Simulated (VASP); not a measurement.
Input of a VASP 6.6.1 run:

INCAR

```
SYSTEM = AlRu
ALGO = Normal ; EDIFF = 1E-7
ENCUT = 520 ; GGA = PE
ISIF = 2 ; ISMEAR = -1
LASPH = .True. ; LCHARG = .False.
LREAL = .False. ; LWAVE = .False.
NBANDS = 16 ; NELM = 60
PREC = Accurate ; SIGMA = 0.1
```

Contents of KPOINTS:

```
k-points
0
Gamma
  14 14 14
  0 0 0
```

The input POSCAR:

```
AlRu
1.0
    0.0000000000      2.0424383901      2.0424383901
    2.0424383901      0.0000000000      2.0424383901
    2.0424383901      2.0424383901      0.0000000000
Ru Al
1 1
Direct
    0.0000000000      0.0000000000      0.0000000000
    0.5000000000      0.5000000000      0.5000000000
```

Potentials or basis: VASP PAW PBE potentials, release 64 (Ru_pv, Al).

Run with:

```sh
$ cat potpaw_PBE.64/Ru_pv/POTCAR potpaw_PBE.64/Al/POTCAR > POTCAR
$ mpirun -np 1 vasp_std > vasp.out
```

(1) Estimate the pressure.

(2) What does it give for the band gap on the k mesh?

## Answers

(1) 299.8 GPa.

(2) zero (an odd number of electrons rules out a gap without spin polarisation).

Caveat: the cell stands under pressure; an empty level that is flat over the whole mesh can mark a ghost state of the potentials, or a narrow d or f band.
